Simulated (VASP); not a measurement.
# MnHg (Pm-3m) in VASP: notebook

Runs on MnHg. Level: PBEsol. Tasks: single point.

Program: VASP 6.6.1. These are calculated values, not measurements. Logs are shortened: lines on timing, memory, paths and dates and some standing lists are left out, and cuts for length are marked.

### 1 The cell of the first run

It takes space group Pm-3m (No. 221, cubic). The conventional cell has a = 3.503 Å, b = 3.503 Å, c = 3.503 Å, α = 90.00°, β = 90.00°, γ = 90.00°. Within 4.0 Å of Mn (site symmetry m-3m) lie 8 Hg at 3.03 Å and 6 Mn at 3.50 Å. Hg (site symmetry m-3m) has 8 Mn at 3.03 Å and 6 Hg at 3.50 Å within 4.0 Å.

### 2 Single point, PBEsol, collinear spin, antiferromagnetic start

The input, INCAR:

```
  PREC = Accurate
  ENCUT = 520
  EDIFF = 1E-7
  ISMEAR = 0
  SIGMA = 0.1
  LREAL = F
  LASPH = T
  NELM = 150
  ALGO = Normal
  ISIF = 2
  LWAVE = F
  LCHARG = F
  ISPIN = 2
  MAGMOM = 4 -4 0 0
  LORBIT = 11
  LMAXMIX = 4
  GGA = PS
  NBANDS = 37
```

The input, KPOINTS:

```
Automatic mesh
0
Gamma
  12 12 6
```

The input, POSCAR:

```
MnHg
1.0
    3.5030327844      0.0000000000      3.5030327844
    0.0000000000      3.5030327844      3.5030327844
    0.0000000000      0.0000000000      7.0060655689
Mn Hg
2 2
Direct
    0.5000000000      0.5000000000      0.7500000000
    0.5000000000      0.5000000000      0.2500000000
    0.0000000000      0.0000000000      0.0000000000
    0.0000000000      0.0000000000      0.5000000000
```

Potentials or basis: VASP PAW PBE potentials, release 64 (Mn_pv, Hg).

Command:

```bash
> cat potpaw_PBE.64/Mn_pv/POTCAR potpaw_PBE.64/Hg/POTCAR > POTCAR
> mpirun -np 1 vasp_std > vasp.out
```

OUTCAR:

```text
PREC = Accurate
   ENCUT = 520
   EDIFF = 1E-7
   ISMEAR = 0
   LREAL = F
   LASPH = T
   NELM = 150
   ISIF = 2
   ISPIN = 2
   LORBIT = 11
   GGA = PS

 ion  position               nearest neighbor table
   1  0.500  0.500  0.750-   4 3.03   3 3.03   4 3.03   3 3.03   4 3.03   3 3.03   4 3.03   3 3.03

   2  0.500  0.500  0.250-   3 3.03   4 3.03   4 3.03   3 3.03   4 3.03   3 3.03   3 3.03   4 3.03

   3  0.000  0.000  0.000-   1 3.03   2 3.03   2 3.03   1 3.03   2 3.03   1 3.03   1 3.03   2 3.03
                             4 3.50   4 3.50   4 3.50   4 3.50   4 3.50   4 3.50
   4  0.000  0.000  0.500-   2 3.03   1 3.03   2 3.03   1 3.03   2 3.03   1 3.03   2 3.03   1 3.03
                             3 3.50   3 3.50   3 3.50   3 3.50   3 3.50   3 3.50

  LATTYP: Found a face centered cubic cell.
 ALAT       =     7.0060655688

  Lattice vectors:

 A1 = (   3.5030327844,  -3.5030327844,   0.0000000000)
 A2 = (   3.5030327844,   0.0000000000,   3.5030327844)
 A3 = (   0.0000000000,  -3.5030327844,   3.5030327845)

Analysis of symmetry for initial positions (statically):
=====================================================================
 Subroutine PRICEL returns following result:

  LATTYP: Found a simple cubic cell.
 ALAT       =     3.5030327844
[... 12 lines left out ...]
 Subroutine GETGRP returns: Found 48 space group operations
 (whereof 48 operations were pure point group operations)
 out of a pool of 48 trial point group operations.

The static configuration has the point symmetry O_h .

Analysis of symmetry for dynamics (positions and initial velocities):
=====================================================================
 Subroutine PRICEL returns following result:

  LATTYP: Found a simple cubic cell.
 ALAT       =     3.5030327844
[... 12 lines left out ...]
 Subroutine GETGRP returns: Found 48 space group operations
 (whereof 48 operations were pure point group operations)
 out of a pool of 48 trial point group operations.

The dynamic configuration has the point symmetry O_h .

Analysis of structural, dynamic, and magnetic symmetry:
=====================================================================
 Subroutine PRICEL returns following result:

  LATTYP: Found a simple cubic cell.
 ALAT       =     3.5030327844
[... 12 lines left out ...]
 Subroutine GETGRP returns: Found 48 space group operations
 (whereof 48 operations were pure point group operations)
 out of a pool of 48 trial point group operations.

The overall configuration has the point symmetry O_h .

 Subroutine INISYM returns: Found 48 space group operations
 (whereof 48 operations are pure point group operations),
 and found     2 'primitive' translations

----------------------------------------------------------------------------------------

                                     Primitive cell

  volume of cell :      42.9866

  direct lattice vectors                    reciprocal lattice vectors
     0.000000000 -3.503032784  0.000000000     0.000000000 -0.285466926  0.000000000
     3.503032784  0.000000000 -0.000000000     0.285466926  0.000000000  0.000000000
     0.000000000  0.000000000  3.503032784     0.000000000  0.000000000  0.285466926

  length of vectors
     3.503032784  3.503032784  3.503032784     0.285466926  0.285466926  0.285466926

  position of ions in fractional coordinates (direct lattice)
     0.500000000  0.500000000  0.500000000
     0.000000000  0.000000000  0.000000000

  ion indices of the primitive-cell ions
   primitive index   ion index
                 1           1
                 2           3

----------------------------------------------------------------------------------------

 KPOINTS: Automatic mesh

Automatic generation of k-mesh.
 Grid dimensions read from file:
 generate k-points for:   12   12    6

 Generating k-lattice:

  Cartesian coordinates                     Fractional coordinates (reciprocal lattice)
     0.023788910  0.000000000  0.000000000     0.083333333  0.000000000  0.000000000
     0.000000000  0.023788910  0.000000000     0.000000000  0.083333333  0.000000000
    -0.023788910 -0.023788910  0.023788910     0.000000000  0.000000000  0.166666667

  Length of vectors
     0.023788910  0.023788910  0.041203602

  Shift w.r.t. Gamma in fractional coordinates (k-lattice)
     0.000000000  0.000000000  0.000000000

 Subroutine IBZKPT returns following result:
 ===========================================

 Found     44 irreducible k-points:

 Following reciprocal coordinates:
            Coordinates               Weight
  0.000000  0.000000  0.000000      1.000000
  0.083333  0.000000  0.000000      6.000000
  0.166667  0.000000  0.000000      6.000000
  0.250000  0.000000  0.000000      6.000000
  0.333333  0.000000  0.000000      6.000000
  0.416667  0.000000  0.000000      6.000000
[... 16 lines left out ...]
  0.333333  0.333333  0.000000     12.000000
  0.416667  0.333333  0.000000     24.000000
 [... further k-points ...]
   k-points           NKPTS =     44   k-points in BZ     NKDIM =     44   number of bands    NBANDS=     37
   number of dos      NEDOS =    301   number of ions     NIONS =      4
   total plane-waves  NPLWV =  86400
   dimension x,y,z NGX =    40 NGY =   40 NGZ =   54
   dimension x,y,z NGXF=    80 NGYF=   80 NGZF=  108
   ions per type =               2   2
   NGX,Y,Z   is equivalent  to a cutoff of  13.42, 13.42, 12.81 a.u.
   NGXF,Y,Z  is equivalent  to a cutoff of  26.85, 26.85, 25.63 a.u.
 SYSTEM =  unknown system
   PREC   = accura    normal or accurate (medium, high low for compatibility)
   ISTART =      0    job   : 0-new  1-cont  2-samecut
   ICHARG =      2    charge: 1-file 2-atom 10-const
   ISPIN  =      2    spin polarized calculation?
   LNONCOLLINEAR =      F non collinear calculations
   LSORBIT =      F    spin-orbit coupling
   LASPH  =      T    aspherical Exc in radial PAW
   ENCUT  =  520.0 eV  38.22 Ry    6.18 a.u.   9.21  9.21 13.03*2*pi/ulx,y,z
   NELM   =    150;   NELMIN=  2; NELMDL= -5     # of ELM steps
   EDIFF  = 0.1E-06   stopping-criterion for ELM
   LREAL  =      F    real-space projection
   EDIFFG = 0.1E-05   stopping-criterion for IOM
   NSW    =      0    number of steps for IOM
   IBRION =     -1    ionic relax: 0-MD 1-quasi-New 2-CG
   NFREE  =      0    steps in history (QN), initial steepest desc. (CG)
   ISIF   =      2    stress and relaxation
   ISYM   =      2    0-nonsym 1-usesym 2-fastsym
   POTIM  = 0.5000    time-step for ionic-motion
   TEBEG  =    0.0;   TEEND  =   0.0 temperature during run
   PSTRESS=    0.0 pullay stress
   NELECT =      50.0000    total number of electrons
   NUPDOWN=      -1.0000    fix difference up-down
   EMIN   =  10.00;   EMAX   =-10.00  energy-range for DOS
   EFERMI =   0.00;   METHOD = LEGACY
   ISMEAR =     0;   SIGMA  =   0.10  broadening in eV -4-tet -1-fermi 0-gaus
   EFERMI_NEDOS =   21; number of points for ismear=-14 and -15
   IALGO  =     38    algorithm
   IMIX   =      4    mixing-type and parameters
     AMIX     =   0.40;   BMIX     =  1.00
     AMIX_MAG =   1.60;   BMIX_MAG =  1.00
  volume/ion in A,a.u.               =      21.49       145.04
  Fermi-wavevector in a.u.,A,eV,Ry     =   1.366503  2.582316 25.406578  1.867331
  Thomas-Fermi vector in A             =   2.492638
   LORBIT       =     11    0 simple, 1 ext, 2 COOP (PROOUT), +10 PAW based schemes
   GGA     = PS    functional components
   LHFCALC =     F    Hartree Fock is set to
   AEXX    =    0.0000 exact exchange contribution
   IVDW    =     0    specifies the selected vdW correction
   LEPSILON=     F    determine dielectric tensor
   LRPA    =     F    only Hartree local field effects (RPA)
 spin polarized calculation
 Gauss-broadening in eV      SIGMA  =   0.10
  energy-cutoff  :      520.00
  volume of cell :       85.97
 maximum number of plane-waves:      2332
 NGX is ok and might be reduce to    40

 number of electron      49.9999992 magnetization       0.0000000

 number of electron      49.9999992 magnetization      -0.0000000

 Free energy of the ion-electron system (eV)
  ---------------------------------------------------
  ext. energy  EPLUGINS =         0.00000000
  ---------------------------------------------------
  free energy    TOTEN  =       -18.49934353 eV

  energy without entropy =      -18.48359057  energy(sigma->0) =      -18.49146705

 E-fermi :   3.9939     XC(G=0): -10.9610

 val. band max:        3.9889713736   @ k =   0.2500   0.0000   0.1667
 cond. band min:       4.0224106330   @ k =   0.0833   0.0000   0.0000
 fundamental gap:      0.0334392594
 Fermi energy:         3.9938822832

 spin component 1

 k-point     1 :       0.0000    0.0000    0.0000
  band No.  band energies     occupation
      1     -46.4022      1.00000
      2     -46.4022      1.00000
      3     -46.4022      1.00000
      4     -42.1676      1.00000
      5     -42.1675      1.00000
      6     -42.1675      1.00000
[... 949 lines left out ...]
     36      12.7499      0.00000
     37      13.3404      0.00000

 [... further k-points ...]

 spin component 2

 k-point     1 :       0.0000    0.0000    0.0000
  band No.  band energies     occupation
      1     -46.4022      1.00000
      2     -46.4022      1.00000
      3     -46.4022      1.00000
      4     -42.1676      1.00000
      5     -42.1675      1.00000
      6     -42.1675      1.00000
[... 949 lines left out ...]
     36      12.7499      0.00000
     37      13.3404      0.00000

 [... further k-points ...]

------------------------ aborting loop because EDIFF is reached ----------------------------------------

  FORCE on cell =-STRESS in cart. coord.  units (eV):
  Direction    XX          YY          ZZ          XY          YZ          ZX
  --------------------------------------------------------------------------------------
  -------------------------------------------------------------------------------------
  Total       -6.5048467     -6.5048467     -6.5048467      0.0000000      0.0000000      0.0000000
  in kB     -121.2230063   -121.2230063   -121.2230063      0.0000000      0.0000000      0.0000000
  external PRESSURE =    -121.2230063 kB  Pullay stress =       0.0000000 kB

 VOLUME and BASIS-vectors are now :
 -----------------------------------------------------------------------------
  energy-cutoff  :      520.00
  volume of cell :       85.97
      direct lattice vectors                 reciprocal lattice vectors
     3.503032784  0.000000000  3.503032784     0.285466926  0.000000000  0.000000000
     0.000000000  3.503032784  3.503032784     0.000000000  0.285466926  0.000000000
     0.000000000  0.000000000  7.006065569    -0.142733463 -0.142733463  0.142733463

 POSITION                                       TOTAL-FORCE (eV/Angst)
 -----------------------------------------------------------------------------------
      1.75152      1.75152      8.75758        -0.000000      0.000000     -0.000000
      1.75152      1.75152      5.25455         0.000000      0.000000      0.000000
      0.00000      0.00000      0.00000         0.000000      0.000000     -0.000000
      0.00000      0.00000      3.50303         0.000000     -0.000000      0.000000
 -----------------------------------------------------------------------------------
    total drift:                               -0.000000      0.000000      0.000000

  FREE ENERGIE OF THE ION-ELECTRON SYSTEM (eV)
  ---------------------------------------------------
  free  energy   TOTEN  =       -18.4993435308 eV

  energy  without entropy=      -18.4835905737  energy(sigma->0) =      -18.49146705

 total charge

# of ion       s       p       d       tot
------------------------------------------
    1        0.234   6.133   4.907  11.273
    2        0.234   6.133   4.907  11.273
    3        0.830   0.387   9.250  10.467
    4        0.830   0.387   9.250  10.467
--------------------------------------------------
tot          2.127  13.041  28.313  43.481

 magnetization (x)

# of ion       s       p       d       tot
------------------------------------------
    1        0.061   0.044   3.966   4.071
    2       -0.061  -0.044  -3.966  -4.071
    3        0.000   0.000   0.000   0.000
    4        0.000   0.000   0.000   0.000
--------------------------------------------------
tot          0.000   0.000   0.000   0.000
```

Wall time 6.1 min (1 thread of Intel Xeon Platinum 8259CL at 2.50GHz (Skylake/Cascade Lake), shared host); peak memory 0.47 GiB.

Results:

| Item | Value |
| --- | --- |
| Free energy | -18.4993 eV |
| Pressure | -12.1 GPa |
| Band gap on the k mesh | zero (filled and empty bands overlap) |
| Net moment | 0.00 μB per cell |
| Site moments | Mn +4.07, -4.07; Hg +0.00 μB |
| Valence electrons inside the program's atomic spheres | Mn 11.27; Hg 10.47 |

Levels at points of the mesh, in eV from the Fermi level:
Spin up:
```tsv
k point	band 23	band 24	band 25	band 26	band 27	band 28
(0.00, 0.00, 0.00)	-0.38	0.11	0.11	0.11	1.00	1.00
(0.50, 0.00, 0.00)	-2.52	-1.47	-1.25	-1.25	0.84	0.84
(0.00, 0.00, 0.50)	-2.62	-0.14	-0.14	0.50	0.87	0.87
```
Spin down:
| k point | band 22 | band 23 | band 24 | band 25 | band 26 | band 27 | band 28 | band 29 |
| --- | --- | --- | --- | --- | --- | --- | --- | --- |
| (0.00, 0.00, 0.00) | -2.84 | -0.38 | 0.11 | 0.11 | 0.11 | 1.00 | 1.00 | 3.98 |
| (0.50, 0.00, 0.00) | -2.80 | -2.52 | -1.47 | -1.25 | -1.25 | 0.84 | 0.84 | 0.92 |
| (0.00, 0.00, 0.50) | -2.80 | -2.62 | -0.14 | -0.14 | 0.50 | 0.87 | 0.87 | 1.57 |

Caveat: the cell stands under tension; the PAW data sets were made with another functional, which shifts forces and pressure a little; spin-orbit coupling is left out, which moves the levels of the heavy elements.

### 3 Single point, PBEsol

This run uses another cell than the first one: it holds 2 atoms, not 4.

The input, INCAR:

```
SYSTEM = MnHg
PREC = Accurate
ENCUT = 520
EDIFF = 1E-6
ISMEAR = 0
SIGMA = 0.1
LREAL = .False.
LASPH = .True.
NELM = 80
ALGO = Normal
ISIF = 2
LWAVE = .False.
LCHARG = .False.
GGA = PS
NBANDS = 20
```

The input, KPOINTS:

```
Automatic mesh
0
Gamma
  12 12 12
  0 0 0
```

The input, POSCAR:

```
MnHg
1.0
    3.3150000000      0.0000000000      0.0000000000
    0.0000000000      3.3150000000      0.0000000000
    0.0000000000      0.0000000000      3.3150000000
Mn Hg
1 1
Direct
    0.5000000000      0.5000000000      0.5000000000
    0.0000000000      0.0000000000      0.0000000000
```

Potentials or basis: VASP PAW PBE potentials, release 64 (Mn_pv, Hg).

Command:

```bash
> cat potpaw_PBE.64/Mn_pv/POTCAR potpaw_PBE.64/Hg/POTCAR > POTCAR
> mpirun -np 1 vasp_std > vasp.out
```

Run time: 58 s. Hardware: 1 thread of Intel Xeon 8259CL, shared host; peak memory 0.2 GiB.

Results (log left out):

* Free energy: -8.1206 eV
* Pressure: -20.1 GPa
* Band gap on the k mesh: zero (an odd number of electrons rules out a gap without spin polarisation)

Levels at points of the mesh, in eV from the Fermi level:
| k point | band 9 | band 10 | band 11 | band 12 | band 13 | band 14 | band 15 | band 16 | band 17 | band 18 |
| --- | --- | --- | --- | --- | --- | --- | --- | --- | --- | --- |
| (0.00, 0.00, 0.00) | -6.51 | -0.70 | -0.70 | 0.26 | 0.26 | 0.26 | 5.76 | 5.76 | 5.76 | 9.74 |
| (0.50, 0.00, 0.00) | -4.39 | -4.10 | -1.03 | -0.55 | -0.55 | 0.07 | 0.75 | 10.92 | 10.92 | 11.61 |
| (0.50, 0.50, 0.00) | -3.24 | -0.83 | -0.83 | -0.47 | 0.17 | 0.17 | 0.47 | 2.33 | 4.29 | 12.58 |
| (0.50, 0.50, 0.50) | -1.91 | -1.91 | -1.91 | 0.50 | 0.50 | 0.96 | 5.33 | 5.33 | 5.33 | 5.91 |

Caveat: the cell stands under tension; the PAW data sets were made with another functional, which shifts forces and pressure a little; spin-orbit coupling is left out, which moves the levels of the heavy elements; the run has no spin polarisation, though such a crystal can be magnetic. Spin polarisation is off, so any magnetic state and its effect on volume and gap are missing.
